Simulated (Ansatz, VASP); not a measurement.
# Two plane-wave programs on SnC3

Contents of POSCAR:

```
SnC3
1.0
    2.9788882431      0.0000000000      0.0000000000
    0.0000000000      2.9788882431      0.0000000000
    0.0000000000      0.0000000000      4.6435166754
C Sn
3 1
Direct
    0.5000000000      0.0000000000      0.8203632750
    0.5000000000      0.5000000000      0.0000000000
    0.0000000000      0.5000000000      0.1796367250
    0.0000000000      0.0000000000      0.5000000000
```

The input INCAR.step1:

```
SYSTEM = SnC3
ALGO = Normal
EDIFF = 1E-5
ENCUT = 520
GGA = PE
ISIF = 2
ISMEAR = 0
LASPH = .True.
LREAL = .False.
LWAVE = .True.
NBANDS = 21
NELM = 80
PREC = Accurate
SIGMA = 0.01
```

The input INCAR.step2:

```
SYSTEM = SnC3
AEXX = 0.4
ALGO = Normal
EDIFF = 1E-6
ENCUT = 520
GGA = PE
HFSCREEN = 0.1
ISIF = 2
ISMEAR = 0
ISTART = 1
LASPH = .True.
LCHARG = .True.
LELF = .True.
LHFCALC = .True.
LREAL = .False.
LVHAR = .True.
LWAVE = .False.
NBANDS = 21
NELM = 80
PREC = Accurate
PRECFOCK = Normal
SIGMA = 0.01
```

The input KPOINTS:

```
k-points
0
Gamma
  4 4 4
  0 0 0
```

Input for Ansatz:

```yaml
crystal:
  lattice:
    - [2.9788882431, 0.0, 0.0]
    - [0.0, 2.9788882431, 0.0]
    - [0.0, 0.0, 4.6435166754]
  atoms:
    - { symbol: C, position: [0.5, 0.0, 0.820363275] }
    - { symbol: C, position: [0.5, 0.5, 0.0] }
    - { symbol: C, position: [0.0, 0.5, 0.179636725] }
    - { symbol: Sn, position: [0.0, 0.0, 0.5] }
kpoints:
  mp_grid: { grid: [4, 4, 4] }
hamiltonian:
  xc: { exchange: pbe, correlation: pbe, exx: { coeff: 0.4, omega: 0.1 } }
scf:
  occupations: { method: fixed }
  n_extra_bands: 5
output:
  forces: true
  stress: true
  eigenvalues: true
```

Alike in both runs: task single point; functional PBE-based screened hybrid with a share of 0.4 of exact exchange and HFSCREEN = 0.1; k mesh 4 × 4 × 4; no spin polarisation.

|  | VASP | Ansatz |
| --- | --- | --- |
| version | VASP 6.6.1 | Ansatz 0.2.0 |
| potentials or method | VASP PAW PBE potentials, release 64 (C, Sn_d) | plane waves |
| plane-wave cutoff (eV) | 520 | 420 |
| occupations | gaussian, width 0.01 eV | fixed |
| valence electrons in the cell | 26 | 26 |

|  | VASP | Ansatz | Ansatz less VASP |
| --- | --- | --- | --- |
| gap on the k mesh at the Fermi level (eV) | 2.24 | 2.21 | -0.029 |
| pressure (GPa) | -8.3 | -8.2 | +0.13 |
| traceless stress, the component that is largest in VASP (GPa) | -2.50 | -2.33 | +0.178 |
| rms of the force components (eV/Å) | 0.072 | 0.064 | -0.0089 |

VASP's potentials were made for PBE, not for PBE-based screened hybrid. Atom by atom the forces differ by 0.009 eV/Å (rms over components). Ansatz's warnings: stress exchange threshold loose, stress scf threshold loose.

The k mesh is coarse, so the values compare programs but aren't converged.
